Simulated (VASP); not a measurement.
# Zn (Im-3m) in VASP: settings compared

Aim: see how the results for Zn move with the level of theory and the settings. Levels: RPBE+D4, revPBE+D3(BJ). Tasks: relaxation of cell and atoms.

Program: VASP 6.6.1. These are calculated values, not measurements. Logs are shortened: lines on timing, memory, paths and dates and some standing lists are left out, and cuts for length are marked.

**1. The cell of the first run**

The structure is cubic, space group Im-3m (No. 229). The conventional cell has a = 3.138 Å, b = 3.138 Å, c = 3.138 Å, α = 90.00°, β = 90.00°, γ = 90.00°. Zn (site symmetry m-3m) has 14 Zn at 2.72 to 3.14 Å within 3.6 Å.

**2. Relaxation of cell and atoms, RPBE+D4**

INCAR reads:

```
  PREC = Accurate
  ENCUT = 600
  EDIFF = 1E-6
  ISMEAR = -1
  SIGMA = 0.05
  LREAL = False
  LASPH = True
  NELM = 100
  ALGO = Normal
  ISIF = 3
  LWAVE = False
  LCHARG = False
  GGA = RP
  IVDW = 13
  IBRION = 2
  NSW = 60
  EDIFFG = -0.01
```

KPOINTS reads:

```
regular mesh
0
Gamma
  12 12 12
```

POSCAR reads:

```
Zn
1.0
   -1.5690370000      1.5690370000      1.5690370000
    1.5690370000     -1.5690370000      1.5690370000
    1.5690370000      1.5690370000     -1.5690370000
Zn
1
Direct
    0.0000000000      0.0000000000      0.0000000000
```

Potentials or basis: VASP PAW PBE potentials, release 64 (Zn).

Command:

```
$ cat potpaw_PBE.64/Zn/POTCAR > POTCAR
$ mpirun -np 1 vasp_std > vasp.out
```

OUTCAR:

```text
PREC = Accurate
   ENCUT = 600
   EDIFF = 1E-6
   ISMEAR = -1
   LREAL = False
   LASPH = True
   NELM = 100
   ISIF = 3
   GGA = RP
   IVDW = 13
   IBRION = 2
   NSW = 60
   EDIFFG = -0.01

 ion  position               nearest neighbor table
   1  0.000  0.000  0.000-

  LATTYP: Found a body centered cubic cell.
 ALAT       =     3.1380740000

  Lattice vectors:

 A1 = (  -1.5690370000,   1.5690370000,   1.5690370000)
 A2 = (   1.5690370000,  -1.5690370000,   1.5690370000)
 A3 = (   1.5690370000,   1.5690370000,  -1.5690370000)

Analysis of symmetry for initial positions (statically):
=====================================================================
 Subroutine PRICEL returns:
 Original cell was already a primitive cell.

 Routine SETGRP: Setting up the symmetry group for a
 body centered cubic supercell.

 Subroutine GETGRP returns: Found 48 space group operations
 (whereof 48 operations were pure point group operations)
 out of a pool of 48 trial point group operations.

The static configuration has the point symmetry O_h .

Analysis of symmetry for dynamics (positions and initial velocities):
=====================================================================
 Subroutine PRICEL returns:
 Original cell was already a primitive cell.

 Routine SETGRP: Setting up the symmetry group for a
 body centered cubic supercell.

 Subroutine GETGRP returns: Found 48 space group operations
 (whereof 48 operations were pure point group operations)
 out of a pool of 48 trial point group operations.

The dynamic configuration has the point symmetry O_h .

 Subroutine INISYM returns: Found 48 space group operations
 (whereof 48 operations are pure point group operations),
 and found     1 'primitive' translations

----------------------------------------------------------------------------------------

                                     Primitive cell

  volume of cell :      15.4511

  direct lattice vectors                    reciprocal lattice vectors
    -1.569037000  1.569037000  1.569037000     0.000000000  0.318666800  0.318666800
     1.569037000 -1.569037000  1.569037000     0.318666800  0.000000000  0.318666800
     1.569037000  1.569037000 -1.569037000     0.318666800  0.318666800  0.000000000

  length of vectors
     2.717651803  2.717651803  2.717651803     0.450662911  0.450662911  0.450662911

  position of ions in fractional coordinates (direct lattice)
     0.000000000  0.000000000  0.000000000

  ion indices of the primitive-cell ions
   primitive index   ion index
                 1           1

----------------------------------------------------------------------------------------

 KPOINTS: regular mesh

Automatic generation of k-mesh.
 Grid dimensions read from file:
 generate k-points for:   12   12   12

 Generating k-lattice:

  Cartesian coordinates                     Fractional coordinates (reciprocal lattice)
     0.000000000  0.026555567  0.026555567     0.083333333  0.000000000  0.000000000
     0.026555567  0.000000000  0.026555567     0.000000000  0.083333333  0.000000000
     0.026555567  0.026555567  0.000000000     0.000000000  0.000000000  0.083333333

  Length of vectors
     0.037555243  0.037555243  0.037555243

  Shift w.r.t. Gamma in fractional coordinates (k-lattice)
     0.000000000  0.000000000  0.000000000

 Subroutine IBZKPT returns following result:
 ===========================================

 Found     72 irreducible k-points:

 Following reciprocal coordinates:
            Coordinates               Weight
  0.000000  0.000000  0.000000      1.000000
  0.083333  0.000000  0.000000     12.000000
  0.166667  0.000000  0.000000     12.000000
  0.250000  0.000000  0.000000     12.000000
  0.333333  0.000000  0.000000     12.000000
  0.416667  0.000000  0.000000     12.000000
[... 16 lines left out ...]
  0.333333  0.083333  0.083333     24.000000
  0.416667  0.083333  0.083333     12.000000
 [... further k-points ...]
   k-points           NKPTS =     72   k-points in BZ     NKDIM =     72   number of bands    NBANDS=     10
   number of dos      NEDOS =    301   number of ions     NIONS =      1
   total plane-waves  NPLWV =  13824
   dimension x,y,z NGX =    24 NGY =   24 NGZ =   24
   dimension x,y,z NGXF=    48 NGYF=   48 NGZF=   48
   ions per type =               1
   NGX,Y,Z   is equivalent  to a cutoff of  14.68, 14.68, 14.68 a.u.
   NGXF,Y,Z  is equivalent  to a cutoff of  29.36, 29.36, 29.36 a.u.
 SYSTEM =  unknown system
   PREC   = accura    normal or accurate (medium, high low for compatibility)
   ISTART =      0    job   : 0-new  1-cont  2-samecut
   ICHARG =      2    charge: 1-file 2-atom 10-const
   ISPIN  =      1    spin polarized calculation?
   LNONCOLLINEAR =      F non collinear calculations
   LSORBIT =      F    spin-orbit coupling
   LASPH  =      T    aspherical Exc in radial PAW
   ENCUT  =  600.0 eV  44.10 Ry    6.64 a.u.   5.43  5.43  5.43*2*pi/ulx,y,z
   NELM   =    100;   NELMIN=  2; NELMDL= -5     # of ELM steps
   EDIFF  = 0.1E-05   stopping-criterion for ELM
   LREAL  =      F    real-space projection
   EDIFFG = -.1E-01   stopping-criterion for IOM
   NSW    =     60    number of steps for IOM
   IBRION =      2    ionic relax: 0-MD 1-quasi-New 2-CG
   NFREE  =      1    steps in history (QN), initial steepest desc. (CG)
   ISIF   =      3    stress and relaxation
   ISYM   =      2    0-nonsym 1-usesym 2-fastsym
   POTIM  = 0.5000    time-step for ionic-motion
   TEBEG  =    0.0;   TEEND  =   0.0 temperature during run
   PSTRESS=    0.0 pullay stress
   NELECT =      12.0000    total number of electrons
   NUPDOWN=      -1.0000    fix difference up-down
   EMIN   =  10.00;   EMAX   =-10.00  energy-range for DOS
   EFERMI =   0.00;   METHOD = LEGACY
   ISMEAR =    -1;   SIGMA  =   0.05  broadening in eV -4-tet -1-fermi 0-gaus
   EFERMI_NEDOS =   21; number of points for ismear=-14 and -15
   IALGO  =     38    algorithm
   IMIX   =      4    mixing-type and parameters
     AMIX     =   0.40;   BMIX     =  1.00
     AMIX_MAG =   1.60;   BMIX_MAG =  1.00
  volume/ion in A,a.u.               =      15.45       104.27
  Fermi-wavevector in a.u.,A,eV,Ry     =   1.504811  2.843681 30.809811  2.264457
  Thomas-Fermi vector in A             =   2.615742
   LORBIT       =      0    0 simple, 1 ext, 2 COOP (PROOUT), +10 PAW based schemes
   GGA     = RP    functional components
   LHFCALC =     F    Hartree Fock is set to
   AEXX    =    0.0000 exact exchange contribution
   IVDW    =    13    specifies the selected vdW correction
   LEPSILON=     F    determine dielectric tensor
   LRPA    =     F    only Hartree local field effects (RPA)
 conjugate gradient relaxation of ions
 non-spin polarized calculation
  energy-cutoff  :      600.00
  volume of cell :       15.45
 maximum number of plane-waves:       533
 NGX is ok and might be reduce to    24
   NGX = 11   NGY = 11   NGZ = 11

--------------------------------------- Ionic step        1  -------------------------------------------

 number of electron      11.9999995 magnetization

 Free energy of the ion-electron system (eV)
  ---------------------------------------------------
  ext. energy  EPLUGINS =         0.00000000
  ---------------------------------------------------
  free energy    TOTEN  =        -0.65388271 eV

  energy without entropy =       -0.64999460  energy(sigma->0) =       -0.65193865

------------------------ aborting loop because EDIFF is reached ----------------------------------------

  DFT-D4 for vdW energy calculation

  Edisp (eV):   -0.63730

  FORCE on cell =-STRESS in cart. coord.  units (eV):
  Direction    XX          YY          ZZ          XY          YZ          ZX
  --------------------------------------------------------------------------------------
  -------------------------------------------------------------------------------------
  Total      -0.31621    -0.31621    -0.31621    -0.00000    -0.00000    -0.00000
  in kB     -32.78842   -32.78842   -32.78842    -0.00000    -0.00000    -0.00000
  external pressure =      -32.79 kB  Pullay stress =        0.00 kB

 VOLUME and BASIS-vectors are now :
 -----------------------------------------------------------------------------
  energy-cutoff  :      600.00
  volume of cell :       15.45
      direct lattice vectors                 reciprocal lattice vectors
    -1.569037000  1.569037000  1.569037000     0.000000000  0.318666800  0.318666800
     1.569037000 -1.569037000  1.569037000     0.318666800  0.000000000  0.318666800
     1.569037000  1.569037000 -1.569037000     0.318666800  0.318666800  0.000000000
[... 79 lines left out ...]
 POSITION                                       TOTAL-FORCE (eV/Angst)
 -----------------------------------------------------------------------------------
      0.00000      0.00000     -0.00000        -0.000000      0.000000     -0.000000
 -----------------------------------------------------------------------------------
    total drift:                                0.000000      0.000000      0.000000

  FREE ENERGIE OF THE ION-ELECTRON SYSTEM (eV)
  ---------------------------------------------------
  free  energy   TOTEN  =        -1.2998451250 eV

  energy  without entropy=       -1.2961245881  energy(sigma->0) =       -1.29798486

--------------------------------------- Ionic step        4  -------------------------------------------

 number of electron      11.9999998 magnetization

 Free energy of the ion-electron system (eV)
  ---------------------------------------------------
  ext. energy  EPLUGINS =         0.00000000
  ---------------------------------------------------
  free energy    TOTEN  =        -0.63106363 eV

  energy without entropy =       -0.62729915  energy(sigma->0) =       -0.62918139

 E-fermi :   3.6488     XC(G=0): -11.6279

 val. band max:        3.6433297572   @ k =  -0.4167  -0.4167   0.0833
 cond. band min:       3.6504854315   @ k =   0.4167   0.0833   0.0000
 fundamental gap:      0.0071556743
 Fermi energy:         3.6487656044

 k-point     1 :       0.0000    0.0000    0.0000
  band No.  band energies     occupation
      1      -7.1405      2.00000
      2      -4.2838      2.00000
      3      -4.2838      2.00000
      4      -4.2838      2.00000
      5      -3.7414      2.00000
      6      -3.7414      2.00000
      7      23.5935      0.00000
      8      23.5935      0.00000
      9      23.5935      0.00000
     10      24.7293      0.00000

 k-point     2 :       0.0833    0.0000    0.0000
  band No.  band energies     occupation
      1      -6.9139      2.00000
      2      -4.3063      2.00000
      3      -4.2789      2.00000
      4      -4.2282      2.00000
      5      -3.7621      2.00000
      6      -3.7399      2.00000
      7      20.4756      0.00000
      8      22.0340      0.00000
      9      22.4316      0.00000
     10      23.4499      0.00000
[... 274 lines left out ...]
 k-point    24 :       0.4167    0.0833    0.0833
  band No.  band energies     occupation
      1      -4.8619      2.00000
      2      -4.6124      2.00000
      3      -3.7507      2.00000
      4      -3.7024      2.00000
      5      -3.6431      2.00000
      6       1.4749      2.00000
      7       3.0388      1.99999
      8      12.5345      0.00000
      9      13.0906      0.00000
     10      23.6100      0.00000

 [... further k-points ...]

------------------------ aborting loop because EDIFF is reached ----------------------------------------

  DFT-D4 for vdW energy calculation

  Edisp (eV):   -0.66880

  FORCE on cell =-STRESS in cart. coord.  units (eV):
  Direction    XX          YY          ZZ          XY          YZ          ZX
  --------------------------------------------------------------------------------------
  -------------------------------------------------------------------------------------
  Total      -0.00198    -0.00198    -0.00198     0.00000     0.00000    -0.00000
  in kB      -0.21594    -0.21594    -0.21594     0.00000     0.00000    -0.00000
  external pressure =       -0.22 kB  Pullay stress =        0.00 kB

 VOLUME and BASIS-vectors are now :
 -----------------------------------------------------------------------------
  energy-cutoff  :      600.00
  volume of cell :       14.66
      direct lattice vectors                 reciprocal lattice vectors
    -1.541717477  1.541717477  1.541717477     0.000000000  0.324313636  0.324313636
     1.541717477 -1.541717477  1.541717477     0.324313636  0.000000000  0.324313636
     1.541717477  1.541717477 -1.541717477     0.324313636  0.324313636  0.000000000

 POSITION                                       TOTAL-FORCE (eV/Angst)
 -----------------------------------------------------------------------------------
      0.00000      0.00000     -0.00000        -0.000000      0.000000     -0.000000
 -----------------------------------------------------------------------------------
    total drift:                               -0.000000      0.000000      0.000000

  FREE ENERGIE OF THE ION-ELECTRON SYSTEM (eV)
  ---------------------------------------------------
  free  energy   TOTEN  =        -1.2998635804 eV

  energy  without entropy=       -1.2960990995  energy(sigma->0) =       -1.29798134

 reached required accuracy - stopping structural energy minimisation
```

Run time: 21 s. Hardware: 1 thread of Intel Xeon Platinum 8259CL at 2.50GHz (Skylake/Cascade Lake), shared host; peak memory 0.15 GiB.

What came out:

| Item | Value |
| --- | --- |
| Free energy | -1.2999 eV |
| Relaxed volume | 14.66 Å³/atom |
| Relaxed cell | a = 2.670 Å, b = 2.670 Å, c = 2.670 Å, α = 109.47°, β = 109.47°, γ = 109.47° |
| Space group after relaxing (to 0.05 Å) | Im-3m (No. 229) |
| Energy gained by relaxing | 8.7 meV/atom |
| Ionic steps | 4 |
| Pressure after relaxing | 0.0 GPa |
| Band gap on the k mesh | zero (band 6 reaches 7.92 eV, above the bottom of band 7 at 2.76 eV) |
| Dispersion energy per atom | -0.669 eV |

Step by step:
```
step  energy change (eV)  largest force (eV/Å)  pressure (GPa)  volume (Å³)
   1              0.0000                0.0000           -3.28        15.45
   2             -0.0085                0.0000           -0.59        14.75
   3             -0.0087                0.0000            0.25        14.62
   4             -0.0087                0.0000           -0.02        14.66
```

Final structure:
```
Zn
1.0
    -1.54172    1.54172    1.54172
     1.54172   -1.54172    1.54172
     1.54172    1.54172   -1.54172
Zn
1
Direct
  0.00000 0.00000 0.00000
```

Levels at points of the mesh, in eV from the Fermi level:
```tsv
k point	band 2	band 3	band 4	band 5	band 6	band 7	band 8	band 9	band 10
(0.00, 0.00, 0.00)	-7.93	-7.93	-7.93	-7.39	-7.39	19.94	19.94	19.94	21.08
(0.50, 0.00, 0.00)	-8.26	-7.42	-7.35	-7.03	-2.91	-0.89	11.76	13.00	15.64
(0.50, 0.50, 0.50)	-8.55	-7.11	-7.11	-7.11	4.27	4.27	4.27	8.17	8.64
```

Caveat: the PAW data sets were made with another functional, which shifts forces and pressure a little; pairwise dispersion overbinds metals, which lowers pressure and volume.

**3. Relaxation of cell and atoms, revPBE+D3(BJ)**

INCAR reads:

```
PREC = Accurate
ENCUT = 600
EDIFF = 1E-7
ISMEAR = -1
SIGMA = 0.05
LREAL = False
LASPH = True
NELM = 80
ALGO = Fast
ISIF = 3
LWAVE = False
LCHARG = False
GGA = RE
IVDW = 12
IBRION = 2
NSW = 60
EDIFFG = -0.01
```

KPOINTS is that of step 2.

POSCAR is that of step 2.

Potentials or basis: VASP PAW PBE potentials, release 64 (Zn).

Command:

```
$ cat potpaw_PBE.64/Zn/POTCAR > POTCAR
$ mpirun -np 1 vasp_std > vasp.out
```

Run time: 23 s. Hardware: 1 thread of Intel Xeon Platinum 8259CL at 2.50GHz (Skylake/Cascade Lake), shared host; peak memory 0.16 GiB.

The run converged. Its results:

* Free energy: -1.5157 eV
* Relaxed volume: 14.05 Å³/atom
* Relaxed cell: a = 2.633 Å, b = 2.633 Å, c = 2.633 Å, α = 109.47°, β = 109.47°, γ = 109.47°
* Space group after relaxing (to 0.05 Å): Im-3m (No. 229)
* Energy gained by relaxing: 30.9 meV/atom
* Ionic steps: 3
* Pressure after relaxing: -0.1 GPa
* Band gap on the k mesh: zero (band 6 reaches 8.28 eV, above the bottom of band 7 at 3.12 eV)
* Dispersion energy per atom: -0.843 eV

The path:
```csv
step,energy change (eV),largest force (eV/Å),pressure (GPa),volume (Å³)
1,0.0000,0.0000,-6.17,15.45
2,-0.0306,0.0000,-0.71,14.16
3,-0.0309,0.0000,-0.09,14.05
```

Final structure:
```xyz
1
Lattice="-1.5200 1.5200 1.5200 1.5200 -1.5200 1.5200 1.5200 1.5200 -1.5200" Properties=species:S:1:pos:R:3 pbc="T T T"
Zn    0.0000    0.0000    0.0000
```

Levels at points of the mesh, in eV from the Fermi level:
| k point | band 2 | band 3 | band 4 | band 5 | band 6 | band 7 | band 8 | band 9 | band 10 |
| --- | --- | --- | --- | --- | --- | --- | --- | --- | --- |
| (0.00, 0.00, 0.00) | -8.12 | -8.12 | -8.12 | -7.53 | -7.53 | 20.61 | 20.61 | 20.61 | 21.43 |
| (0.50, 0.00, 0.00) | -8.48 | -7.56 | -7.49 | -7.14 | -3.14 | -0.87 | 12.06 | 13.25 | 15.97 |
| (0.50, 0.50, 0.50) | -8.80 | -7.23 | -7.23 | -7.23 | 4.29 | 4.29 | 4.29 | 8.63 | 8.78 |

Caveat: the PAW data sets were made with another functional, which shifts forces and pressure a little; pairwise dispersion overbinds metals, which lowers pressure and volume.
